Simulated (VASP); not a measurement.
# Mg: single point with PBE

Crystal: Mg.

```
Mg
1.0
     0.00000    2.24426    2.24426
     2.24426    0.00000    2.24426
     2.24426    2.24426    0.00000
Mg
1
Direct
  0.94379 0.98446 0.08102
```

This isn't the form of Mg at room conditions, which is hcp.

```yaml
Program: VASP 6.6.1
Task: single point
Functional: PBE
Potentials_or_basis: VASP PAW PBE potentials, release 64 (Mg)
Cutoff: 600 eV
k_mesh: 14 × 14 × 14
Occupations: gaussian, width 0.1 eV
Spin: no spin polarisation
```

```
Pressure               : 0.8 GPa
Band gap on the k mesh : zero (bands 1 and 2 overlap by 2.29 eV)
```

Levels at points of the mesh, in eV from the Fermi level:
```csv
k point,band 1,band 2,band 3,band 4,band 5,band 6
"(0.00, 0.00, 0.00)",-6.98,12.46,12.46,12.46,14.48,14.48
"(0.50, 0.00, 0.00)",-1.72,-1.28,11.36,11.36,12.25,12.25
"(0.50, 0.50, 0.00)",-0.22,0.82,6.13,7.03,7.03,9.94
```

Run time: 18 s on 1 thread of Intel Xeon 8259CL, on a shared host, peak memory 0.16 GiB.
